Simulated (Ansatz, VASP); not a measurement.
## Ca: VASP beside Ansatz

```xyz
1
Lattice="-2.2064 2.2064 2.2400 2.2064 -2.2064 2.2400 2.2064 2.2064 -2.2400" Properties=species:S:1:pos:R:3 pbc="T T T"
Ca    0.0000    0.0000    0.0000
```

Change from the starting cell: strain -0.015 along x and y, +0.000 along z, atoms carried along.

Alike in both runs: task single point; functional r2SCAN; k mesh 16 × 16 × 16; occupations gaussian, width 0.15 eV; no spin polarisation.

|  | VASP | Ansatz |
| --- | --- | --- |
| version | VASP 6.6.1 | Ansatz 0.2.0 |
| potentials or method | VASP PAW PBE potentials, release 64 (Ca_sv), cutoff 520 eV | scalar-relativistic, plane waves, PAW |
| valence electrons in the cell | 10 | 10 |

|  | VASP | Ansatz | Ansatz less VASP |
| --- | --- | --- | --- |
| gap on the k mesh at the Fermi level (eV) | none | none | - |
| pressure (GPa) | -0.1 | -0.1 | -0.05 |

VASP's potentials were made for PBE, not for r2SCAN. A gap of «none» marks a metal or a gap that the smearing closes. The functional is the same, so the differences come from potentials, cutoffs and numerics.
